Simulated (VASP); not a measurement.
Here is a VASP 6.6.1 calculation.

The input INCAR:

```
SYSTEM = TiSi16
PREC = Accurate
ENCUT = 520
EDIFF = 1E-6
ISMEAR = 0
SIGMA = 0.05
LREAL = Auto
LASPH = .TRUE.
NELM = 80
ALGO = Normal
ISIF = 2
LWAVE = .FALSE.
LCHARG = .FALSE.
NBANDS = 52
```

KPOINTS

```
Automatic mesh
0
G
  2 2 2
  0 0 0
```

Contents of POSCAR:

```
TiSi16
1.0
    0.0000000000      5.4300000000      5.4300000000
    5.4300000000      0.0000000000      5.4300000000
    5.4300000000      5.4300000000      0.0000000000
Si Ti
16 1
Direct
   -0.0028002949      0.0031104846      0.0026684967
    0.1295191686      0.1236730148      0.1233694748
   -0.0028340390      0.0031388479      0.4969476620
    0.1213244163      0.1366275867      0.6209976081
   -0.0030746097      0.4972795823      0.0028721189
    0.1212310923      0.6215393320      0.1360341042
    0.0000747612      0.5002751861      0.4997919344
    0.1212034217      0.6215461506      0.6211497315
    0.5000042685      0.0004122210     -0.0002287808
    0.6236094448      0.1238899752      0.1231661664
    0.5031569963      0.0033702440      0.4967163972
    0.6235796451      0.1239206688      0.6292944236
    0.5028643482      0.4975159192      0.0026355901
    0.6233378292      0.6299019706      0.1233759746
    0.5028251989      0.4975495052      0.4969780501
    0.6363344780      0.6216386110      0.6210043695
    0.2500388745      0.7504303998      0.7497339788
```

Potentials or basis: VASP PAW LDA potentials, release 64 (Si, Ti_sv).

Run with:

```sh
$ cat potpaw_LDA.64/Si/POTCAR potpaw_LDA.64/Ti_sv/POTCAR > POTCAR
$ mpirun -np 1 vasp_std > vasp.out
```

Q: Predict the band gap on the k mesh.

A: Zero (bands 38 and 39 overlap by 0.41 eV).

Q: Estimate the largest force.

A: 0.009 eV/Å.

Q: Estimate the pressure.

A: 0.1 GPa.

Forces on the atoms (eV/Å):
```
Si   0.004 -0.002  0.002
Si   0.000  0.001  0.004
Si   0.002 -0.003  0.002
Si  -0.005  0.004  0.003
Si   0.000  0.000  0.007
Si   0.000  0.002 -0.007
Si   0.002 -0.002  0.002
Si   0.000 -0.001 -0.006
Si  -0.001  0.002 -0.004
Si  -0.001 -0.003 -0.002
Si   0.002 -0.001 -0.009
Si   0.003  0.001 -0.002
Si  -0.001  0.004  0.000
Si   0.001 -0.001  0.003
Si  -0.005  0.001  0.000
Si   0.002 -0.001  0.005
Ti  -0.002  0.001  0.000
```

Caveat: the k points lie up to 0.50 Å⁻¹ apart.
